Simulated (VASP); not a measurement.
# PbS (Fm-3m) in VASP: a series of runs

PbS is run at these levels: B3LYP5; tasks: single point.

All numbers are computed with VASP 6.6.1; they aren't measurements. Logs are shortened: lines on timing, memory, paths and dates and some standing lists are left out, and cuts for length are marked.

## 1. The cell of the first run

It takes space group Fm-3m (No. 225, cubic). The conventional cell has a = 5.892 Å, b = 5.892 Å, c = 5.892 Å, α = 90.00°, β = 90.00°, γ = 90.00°. Pb (site symmetry m-3m) has 6 S at 2.95 Å within 3.9 Å. S (site symmetry m-3m) has 6 Pb at 2.95 Å within 3.9 Å.

## 2. Single point, B3LYP5

POSCAR reads:

```
PbS
1.0
    0.0000000000      2.9458450378      2.9458450378
    2.9458450378      0.0000000000      2.9458450378
    2.9458450378      2.9458450378      0.0000000000
Pb S
1 1
Direct
    0.0000000000      0.0000000000      0.0000000000
    0.5000000000      0.5000000000      0.5000000000
```

INCAR.step1 reads:

```
  PREC = Accurate
  ENCUT = 520
  EDIFF = 1E-5
  ISMEAR = -1
  SIGMA = 0.05
  LREAL = F
  LASPH = T
  NELM = 80
  ALGO = Normal
  ISIF = 2
  LWAVE = T
  LCHARG = F
  NBANDS = 17
  GGA = PE
```

INCAR.step2 reads:

```
  PREC = Accurate
  ENCUT = 520
  EDIFF = 1E-6
  ISMEAR = -1
  SIGMA = 0.05
  LREAL = F
  LASPH = T
  NELM = 80
  ALGO = Normal
  ISIF = 2
  LWAVE = F
  LCHARG = F
  GGA = B5
  LHFCALC = T
  AEXX = 0.2
  AGGAX = 0.72
  AGGAC = 0.81
  ALDAC = 0.19
  PRECFOCK = Normal
  NBANDS = 17
  ISTART = 1
```

KPOINTS reads:

```
regular mesh
0
Gamma
  4 4 4
```

Potentials or basis: VASP PAW PBE potentials, release 64 (Pb_d, S).

The run is started by

```sh
> cat potpaw_PBE.64/Pb_d/POTCAR potpaw_PBE.64/S/POTCAR > POTCAR
> cp INCAR.step1 INCAR
> mpirun -np 1 vasp_std > vasp.out
> cp INCAR.step2 INCAR
> mpirun -np 1 vasp_std > vasp.out
```

OUTCAR:

```text
PREC = Accurate
   ENCUT = 520
   EDIFF = 1E-6
   ISMEAR = -1
   LREAL = F
   LASPH = T
   NELM = 80
   ISIF = 2
   GGA = B5
   LHFCALC = T
   AEXX = 0.2
   PRECFOCK = Normal
   ISTART = 1

 ion  position               nearest neighbor table
   1  0.000  0.000  0.000-   2 2.95   2 2.95   2 2.95   2 2.95   2 2.95   2 2.95
   2  0.500  0.500  0.500-   1 2.95   1 2.95   1 2.95   1 2.95   1 2.95   1 2.95

  LATTYP: Found a face centered cubic cell.
 ALAT       =     5.8916900756

  Lattice vectors:

 A1 = (   0.0000000000,   2.9458450378,   2.9458450378)
 A2 = (   2.9458450378,   0.0000000000,   2.9458450378)
 A3 = (   2.9458450378,   2.9458450378,   0.0000000000)

Analysis of symmetry for initial positions (statically):
=====================================================================
 Subroutine PRICEL returns:
 Original cell was already a primitive cell.

 Routine SETGRP: Setting up the symmetry group for a
 face centered cubic supercell.

 Subroutine GETGRP returns: Found 48 space group operations
 (whereof 48 operations were pure point group operations)
 out of a pool of 48 trial point group operations.

The static configuration has the point symmetry O_h .

Analysis of symmetry for dynamics (positions and initial velocities):
=====================================================================
 Subroutine PRICEL returns:
 Original cell was already a primitive cell.

 Routine SETGRP: Setting up the symmetry group for a
 face centered cubic supercell.

 Subroutine GETGRP returns: Found 48 space group operations
 (whereof 48 operations were pure point group operations)
 out of a pool of 48 trial point group operations.

The dynamic configuration has the point symmetry O_h .

 Subroutine INISYM returns: Found 48 space group operations
 (whereof 48 operations are pure point group operations),
 and found     1 'primitive' translations

----------------------------------------------------------------------------------------

                                     Primitive cell

  volume of cell :      51.1281

  direct lattice vectors                    reciprocal lattice vectors
     0.000000000  2.945845038  2.945845038    -0.169730584  0.169730584  0.169730584
[... 72 lines left out ...]
   NSW    =      0    number of steps for IOM
   IBRION =     -1    ionic relax: 0-MD 1-quasi-New 2-CG
   NFREE  =      0    steps in history (QN), initial steepest desc. (CG)
   ISIF   =      2    stress and relaxation
   ISYM   =      3    0-nonsym 1-usesym 2-fastsym
   POTIM  = 0.5000    time-step for ionic-motion
   TEBEG  =    0.0;   TEEND  =   0.0 temperature during run
   PSTRESS=    0.0 pullay stress
   NELECT =      20.0000    total number of electrons
   NUPDOWN=      -1.0000    fix difference up-down
   EMIN   =  10.00;   EMAX   =-10.00  energy-range for DOS
   EFERMI =   0.00;   METHOD = LEGACY
   ISMEAR =    -1;   SIGMA  =   0.05  broadening in eV -4-tet -1-fermi 0-gaus
   EFERMI_NEDOS =   21; number of points for ismear=-14 and -15
   IALGO  =     38    algorithm
   IMIX   =      1    mixing-type and parameters
     AMIX     =   0.40;   BMIX     =  1.00
     AMIX_MAG =   1.60;   BMIX_MAG =  1.00
  volume/ion in A,a.u.               =      25.56       172.51
  Fermi-wavevector in a.u.,A,eV,Ry     =   1.197287  2.262544 19.503899  1.433496
  Thomas-Fermi vector in A             =   2.333206
   LORBIT       =      0    0 simple, 1 ext, 2 COOP (PROOUT), +10 PAW based schemes
   GGA     = B5    functional components
   LHFCALC =     T    Hartree Fock is set to
   PRECFOCK=normal    Normal, Fast or Accurate (Low or Medium for compatibility)
   ENCUT4O =  -1.0   cutoff for four orbital integrals eV
   NKREDX  =     1    reduce k-point grid by
   NKREDY  =     1    reduce k-point grid by
   NKREDZ  =     1    reduce k-point grid by
   AEXX    =    0.2000 exact exchange contribution
   HFSCREEN=    0.0000 screening length (either q_TF or 0.3 A-1)
   HFSCREENC=   0.0000 screening length for correlation (either q_TF or 0.3 A-1)
   ENCUTFOCK=  -1.0 apply spherical cutoff to Coloumb kernel
   IVDW    =     0    specifies the selected vdW correction
   LEPSILON=     F    determine dielectric tensor
   LRPA    =     F    only Hartree local field effects (RPA)
 non-spin polarized calculation
  energy-cutoff  :      520.00
  volume of cell :       51.13
 maximum number of plane-waves:      1411
 NGX is ok and might be reduce to    32
  NGX = 24; NGY = 24; NGZ = 24

 number of electron      19.9999996 magnetization

 Free energy of the ion-electron system (eV)
  ---------------------------------------------------
  ext. energy  EPLUGINS =         0.00000000
  ---------------------------------------------------
  free energy    TOTEN  =        -9.91314067 eV

  energy without entropy =       -9.91314027  energy(sigma->0) =       -9.91314047

 E-fermi :   6.5660     XC(G=0):  -7.6799

 val. band max:        5.9164369889   @ k =   0.5000   0.0000   0.0000
 cond. band min:       7.2155956707   @ k =   0.5000   0.0000   0.0000
 fundamental gap:      1.2991586818
 Fermi energy:         6.5660184196

 k-point     1 :       0.0000    0.0000    0.0000
  band No.  band energies     occupation
      1     -12.4308      2.00000
      2     -12.4308      2.00000
      3     -12.4308      2.00000
      4     -12.4299      2.00000
      5     -12.4299      2.00000
      6      -9.1600      2.00000
[... 137 lines left out ...]
      4     -12.4134      2.00000
      5     -12.3656      2.00000
      6      -7.2611      2.00000
[... 9 lines left out ...]
     16      19.5332      0.00000
     17      19.7220      0.00000

------------------------ aborting loop because EDIFF is reached ----------------------------------------

  FORCE on cell =-STRESS in cart. coord.  units (eV):
  Direction    XX          YY          ZZ          XY          YZ          ZX
  --------------------------------------------------------------------------------------
  -------------------------------------------------------------------------------------
  Total        1.9326770      1.9326770      1.9326770      0.0000000     -0.0000000      0.0000000
  in kB       60.5633894     60.5633894     60.5633894      0.0000000     -0.0000000      0.0000000
  external PRESSURE =      60.5633894 kB  Pullay stress =       0.0000000 kB

 VOLUME and BASIS-vectors are now :
 -----------------------------------------------------------------------------
  energy-cutoff  :      520.00
  volume of cell :       51.13
      direct lattice vectors                 reciprocal lattice vectors
     0.000000000  2.945845038  2.945845038    -0.169730584  0.169730584  0.169730584
     2.945845038  0.000000000  2.945845038     0.169730584 -0.169730584  0.169730584
     2.945845038  2.945845038  0.000000000     0.169730584  0.169730584 -0.169730584

 POSITION                                       TOTAL-FORCE (eV/Angst)
 -----------------------------------------------------------------------------------
      0.00000      0.00000      0.00000        -0.000000     -0.000000      0.000000
      2.94585      2.94585      2.94585         0.000000      0.000000     -0.000000
 -----------------------------------------------------------------------------------
    total drift:                                0.000000     -0.000000      0.000001

  FREE ENERGIE OF THE ION-ELECTRON SYSTEM (eV)
  ---------------------------------------------------
  free  energy   TOTEN  =        -9.9131406723 eV

  energy  without entropy=       -9.9131402737  energy(sigma->0) =       -9.91314047
```

Run time: 6.4 min. Hardware: 1 thread of Intel Xeon Platinum 8375C at 2.90GHz (Ice Lake), shared host; peak memory 0.19 GiB.

What came out:

```
Free energy            : -9.9131 eV
Pressure               : 6.1 GPa
Band gap on the k mesh : 1.30 eV
```

Levels at points of the mesh, in eV from the valence-band top:
```tsv
k point	band 7	band 8	band 9	band 10	band 11	band 12	band 13	band 14
(0.00, 0.00, 0.00)	-6.44	-2.61	-2.61	-2.61	6.42	6.42	6.42	8.00
(0.50, 0.00, 0.00)	-9.76	-2.15	-2.15	0.00	1.30	2.87	2.87	10.20
(0.50, 0.50, 0.00)	-7.82	-5.90	-3.99	-3.99	5.01	6.96	6.99	6.99
```

Caveat: the k points lie up to 0.46 Å⁻¹ apart; the PAW data sets were made with another functional, which shifts forces and pressure a little; spin-orbit coupling is left out, which moves the levels of the heavy elements.

## 3. Single point, B3LYP5

This run uses another cell than the first one, of 26.09 Å³/atom.

POSCAR reads:

```
PbS
1.0
    0.0000000000      2.9657500000      2.9657500000
    2.9657500000      0.0000000000      2.9657500000
    2.9657500000      2.9657500000      0.0000000000
Pb S
1 1
Direct
    0.0000000000      0.0000000000      0.0000000000
    0.5000000000      0.5000000000      0.5000000000
```

INCAR.step1 reads:

```
PREC = Accurate
ENCUT = 520
EDIFF = 1E-5
ISMEAR = -1
SIGMA = 0.05
LREAL = False
LASPH = True
NELM = 100
ALGO = Normal
ISIF = 2
LWAVE = True
NBANDS = 17
GGA = PE
```

INCAR.step2 reads:

```
PREC = Accurate
ENCUT = 520
EDIFF = 1E-6
ISMEAR = -1
SIGMA = 0.05
LREAL = False
LASPH = True
NELM = 100
ALGO = Normal
ISIF = 2
LWAVE = False
LCHARG = True
GGA = B5
LHFCALC = True
AEXX = 0.2
AGGAX = 0.72
AGGAC = 0.81
ALDAC = 0.19
PRECFOCK = Normal
LELF = True
LVHAR = True
NBANDS = 17
ISTART = 1
```

KPOINTS reads:

```
Automatic mesh
0
Gamma
  4 4 4
```

Potentials or basis: VASP PAW PBE potentials, release 64 (Pb_d, S).

The run is started by

```sh
> cat potpaw_PBE.64/Pb_d/POTCAR potpaw_PBE.64/S/POTCAR > POTCAR
> cp INCAR.step1 INCAR
> mpirun -np 1 vasp_std > vasp.out
> cp INCAR.step2 INCAR
> mpirun -np 1 vasp_std > vasp.out
```

OUTCAR:

```text
PREC = Accurate
   ENCUT = 520
   EDIFF = 1E-6
   ISMEAR = -1
   LREAL = False
   LASPH = True
   NELM = 100
   ISIF = 2
   GGA = B5
   LHFCALC = True
   AEXX = 0.2
   PRECFOCK = Normal
   ISTART = 1

 ion  position               nearest neighbor table
   1  0.000  0.000  0.000-   2 2.97   2 2.97   2 2.97   2 2.97   2 2.97   2 2.97
   2  0.500  0.500  0.500-   1 2.97   1 2.97   1 2.97   1 2.97   1 2.97   1 2.97

  LATTYP: Found a face centered cubic cell.
 ALAT       =     5.9315000000

  Lattice vectors:

 A1 = (   0.0000000000,   2.9657500000,   2.9657500000)
 A2 = (   2.9657500000,   0.0000000000,   2.9657500000)
 A3 = (   2.9657500000,   2.9657500000,   0.0000000000)

Analysis of symmetry for initial positions (statically):
=====================================================================
 Subroutine PRICEL returns:
 Original cell was already a primitive cell.

 Routine SETGRP: Setting up the symmetry group for a
 face centered cubic supercell.
[... 151 lines left out ...]
  ext. energy  EPLUGINS =         0.00000000
  ---------------------------------------------------
  free energy    TOTEN  =        -9.94823293 eV

  energy without entropy =       -9.94823273  energy(sigma->0) =       -9.94823283

 E-fermi :   6.3020     XC(G=0):  -7.6061

 val. band max:        5.6131936710   @ k =   0.5000   0.0000   0.0000
 cond. band min:       6.9908489608   @ k =   0.5000   0.0000   0.0000
 fundamental gap:      1.3776552898
 Fermi energy:         6.3020312279

 k-point     1 :       0.0000    0.0000    0.0000
  band No.  band energies     occupation
      1     -12.6706      2.00000
      2     -12.6706      2.00000
      3     -12.6706      2.00000
      4     -12.6687      2.00000
      5     -12.6687      2.00000
      6      -9.2389      2.00000
[... 137 lines left out ...]
      4     -12.6545      2.00000
      5     -12.6104      2.00000
      6      -7.4298      2.00000
[... 9 lines left out ...]
     16      19.1884      0.00000
     17      19.4624      0.00000

------------------------ aborting loop because EDIFF is reached ----------------------------------------

  FORCE on cell =-STRESS in cart. coord.  units (eV):
  Direction    XX          YY          ZZ          XY          YZ          ZX
  --------------------------------------------------------------------------------------
  -------------------------------------------------------------------------------------
  Total        1.4890050      1.4890050      1.4890050      0.0000000      0.0000000      0.0000000
  in kB       45.7270446     45.7270446     45.7270446      0.0000000      0.0000000      0.0000000
  external PRESSURE =      45.7270446 kB  Pullay stress =       0.0000000 kB

 VOLUME and BASIS-vectors are now :
 -----------------------------------------------------------------------------
  energy-cutoff  :      520.00
  volume of cell :       52.17
      direct lattice vectors                 reciprocal lattice vectors
     0.000000000  2.965750000  2.965750000    -0.168591419  0.168591419  0.168591419
     2.965750000  0.000000000  2.965750000     0.168591419 -0.168591419  0.168591419
     2.965750000  2.965750000  0.000000000     0.168591419  0.168591419 -0.168591419

 POSITION                                       TOTAL-FORCE (eV/Angst)
 -----------------------------------------------------------------------------------
      0.00000      0.00000      0.00000         0.000000      0.000000     -0.000000
      2.96575      2.96575      2.96575         0.000000     -0.000000      0.000000
 -----------------------------------------------------------------------------------
    total drift:                               -0.000001     -0.000000     -0.000001

  FREE ENERGIE OF THE ION-ELECTRON SYSTEM (eV)
  ---------------------------------------------------
  free  energy   TOTEN  =        -9.9482329270 eV

  energy  without entropy=       -9.9482327350  energy(sigma->0) =       -9.94823283
```

OUTCAR.step1:

```text
PREC = Accurate
   ENCUT = 520
   EDIFF = 1E-5
   ISMEAR = -1
   LREAL = False
[... 362 lines left out ...]
      0.00000      0.00000      0.00000        -0.000000     -0.000000     -0.000000
      2.96575      2.96575      2.96575         0.000000      0.000000      0.000000
 -----------------------------------------------------------------------------------
    total drift:                                0.000000     -0.000000     -0.000000

  FREE ENERGIE OF THE ION-ELECTRON SYSTEM (eV)
  ---------------------------------------------------
  free  energy   TOTEN  =        -8.7423142383 eV

  energy  without entropy=       -8.7408322060  energy(sigma->0) =       -8.74157322
```

OSZICAR.step1:

```text
N       E                     dE             d eps       ncg     rms          rms(c)
DAV:   1     0.151733142684E+03    0.15173E+03   -0.95830E+03   272   0.123E+03
DAV:   2     0.238803734616E+01   -0.14935E+03   -0.14364E+03   298   0.305E+02
DAV:   3    -0.892191109558E+01   -0.11310E+02   -0.11256E+02   371   0.895E+01
DAV:   4    -0.921526528831E+01   -0.29335E+00   -0.29314E+00   358   0.155E+01
DAV:   5    -0.922539693931E+01   -0.10132E-01   -0.10130E-01   407   0.288E+00    0.461E+00
DAV:   6    -0.873853415510E+01    0.48686E+00   -0.14419E+00   422   0.790E+00    0.327E+00
DAV:   7    -0.873925155522E+01   -0.71740E-03   -0.13906E-01   334   0.187E+00    0.189E+00
DAV:   8    -0.874266964905E+01   -0.34181E-02   -0.16731E-02   323   0.136E+00    0.307E-01
DAV:   9    -0.874212013394E+01    0.54952E-03   -0.38555E-03   440   0.516E-01    0.814E-02
DAV:  10    -0.874230372852E+01   -0.18359E-03   -0.37772E-04   306   0.110E-01    0.462E-02
DAV:  11    -0.874231393010E+01   -0.10202E-04   -0.39107E-05   368   0.649E-02    0.104E-02
DAV:  12    -0.874231423833E+01   -0.30823E-06   -0.35907E-06   202   0.258E-02
   1 F= -.87423142E+01 E0= -.87415732E+01  d E =-.148203E-02
```

It took 6.2 min on 1 thread of Intel Xeon Platinum 8375C at 2.90GHz (Ice Lake), shared host; peak memory 0.19 GiB.

Results:

```yaml
Free_energy: -9.9482 eV
Pressure: 4.6 GPa
Band_gap_on_the_k_mesh: 1.38 eV
```

Caveat: the k points lie up to 0.46 Å⁻¹ apart; the PAW data sets were made with another functional, which shifts forces and pressure a little; spin-orbit coupling is left out, which moves the levels of the heavy elements.

## 4. Single point, B3LYP5

This run uses another cell than the first one, of 26.61 Å³/atom.

POSCAR reads:

```
PbS
1.0
    0.0000000000      2.9853913009      2.9853913009
    2.9853913009      0.0000000000      2.9853913009
    2.9853913009      2.9853913009      0.0000000000
Pb S
1 1
Direct
    0.0000000000      0.0000000000      0.0000000000
    0.5000000000      0.5000000000      0.5000000000
```

INCAR.step1 reads:

```
PREC     = Accurate       # precision mode
ENCUT    = 520            # plane-wave cutoff, eV
EDIFF    = 1E-5           # SCF threshold, eV
ISMEAR   = -1             # smearing method
SIGMA    = 0.05           # smearing width, eV
LREAL    = F              # projectors in reciprocal space
LASPH    = T              # aspherical terms in the spheres
NELM     = 100            # most SCF steps
ALGO     = Normal         # electronic algorithm
ISIF     = 2              # what is computed and relaxed
LWAVE    = T              # write WAVECAR
LCHARG   = F              # write CHGCAR
GGA      = PE             # functional
NBANDS   = 17             # bands
```

INCAR.step2 reads:

```
PREC     = Accurate       # precision mode
ENCUT    = 520            # plane-wave cutoff, eV
EDIFF    = 1E-6           # SCF threshold, eV
ISMEAR   = -1             # smearing method
SIGMA    = 0.05           # smearing width, eV
LREAL    = F              # projectors in reciprocal space
LASPH    = T              # aspherical terms in the spheres
NELM     = 100            # most SCF steps
ALGO     = Normal         # electronic algorithm
ISIF     = 2              # what is computed and relaxed
LWAVE    = F              # write WAVECAR
LCHARG   = F              # write CHGCAR
GGA      = B5             # functional
LHFCALC  = T              # exact exchange
AEXX     = 0.2            # exact-exchange fraction
AGGAX    = 0.72         
AGGAC    = 0.81         
ALDAC    = 0.19         
PRECFOCK = Normal       
ISTART   = 1            
NBANDS   = 17             # bands
```

KPOINTS is that of step 3.

The run is started by

```sh
> cat potpaw_PBE.64/Pb_d/POTCAR potpaw_PBE.64/S/POTCAR > POTCAR
> cp INCAR.step1 INCAR
> mpirun -np 1 vasp_std > vasp.out
> cp INCAR.step2 INCAR
> mpirun -np 1 vasp_std > vasp.out
```

Wall time 6.9 min (1 thread of Intel Xeon Platinum 8375C at 2.90GHz (Ice Lake), shared host); peak memory 0.19 GiB.

The run converged. Its results:

```yaml
Free_energy: -9.9740 eV
Pressure: 3.2 GPa
Band_gap_on_the_k_mesh: 1.45 eV
```

Levels at points of the mesh, in eV from the valence-band top:
```csv
k point,band 7,band 8,band 9,band 10,band 11,band 12,band 13,band 14
"(0.00, 0.00, 0.00)",-6.47,-2.34,-2.34,-2.34,6.34,6.34,6.34,8.15
"(0.50, 0.00, 0.00)",-9.45,-1.92,-1.92,0.00,1.45,3.01,3.01,10.20
"(0.50, 0.50, 0.00)",-7.70,-5.48,-3.66,-3.66,5.24,6.86,6.88,6.88
```

Caveat: the k points lie up to 0.46 Å⁻¹ apart; the PAW data sets were made with another functional, which shifts forces and pressure a little; spin-orbit coupling is left out, which moves the levels of the heavy elements. A k mesh can miss the band edges.

## 5. The runs side by side

| cell | gap on the mesh (eV) | pressure (GPa) |
| --- | --- | --- |
| a = 4.166 Å, angles 60.0°, 2 atoms | 1.30 | 6.1 |
| a = 4.194 Å, angles 60.0°, 2 atoms | 1.38 | 4.6 |
| a = 4.222 Å, angles 60.0°, 2 atoms | 1.45 | 3.2 |

Alike in all rows: task single point; level B3LYP5; potentials or basis VASP PAW PBE potentials, release 64 (Pb_d, S); no spin polarisation; k mesh 4 × 4 × 4; cutoff (eV) 520; smearing fermi-dirac 0.05 eV.

Caveats: all runs use coarse meshes; the PAW data sets were made with another functional, which shifts forces and pressure a little; spin-orbit coupling is left out, which moves the levels of the heavy elements.

Absolute energies hang on the potentials; compare differences alone.
